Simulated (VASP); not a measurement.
Fe, 1 atom in the cell. Symmetry: Im-3m, No. 229, cubic system. Conventional cell: a = 2.886 Å, b = 2.886 Å, c = 2.886 Å, α = 90.00°, β = 90.00°, γ = 90.00°. Within 3.3 Å of Fe (site symmetry m-3m) lie 14 Fe at 2.50 to 2.89 Å. 

```yaml
Program: VASP 6.6.1
Task: vibrations by perturbation theory
Functional: PBEsol
Potentials_or_basis: VASP PAW PBE potentials, release 64 (Fe)
Cutoff: 520 eV
k_mesh: 10 × 10 × 10
Occupations: fermi-dirac, width 0.05 eV
Spin: collinear spin, ferromagnetic start
Starting_moments: "[3.0] μB"
Dipole_correction: no
Further_INCAR_settings: ALGO = Normal; EDIFF = 1e-08; IBRION = 8; NSW = 1
```

Potentials or basis: VASP PAW PBE potentials, release 64 (Fe).

Command:

```console
$ cat potpaw_PBE.64/Fe/POTCAR > POTCAR
$ mpirun -np 1 vasp_std > vasp.out
```

Hardware: 1 thread of AMD EPYC 9R14 (Zen 4), with other jobs on the host.

Question: How long does it take, and how much memory?

Answer: Wall time 40 s on 1 thread of AMD EPYC 9R14 (Zen 4), on a shared host, peak memory 0.14 GiB. Counts: scf iterations 31, k points 47.
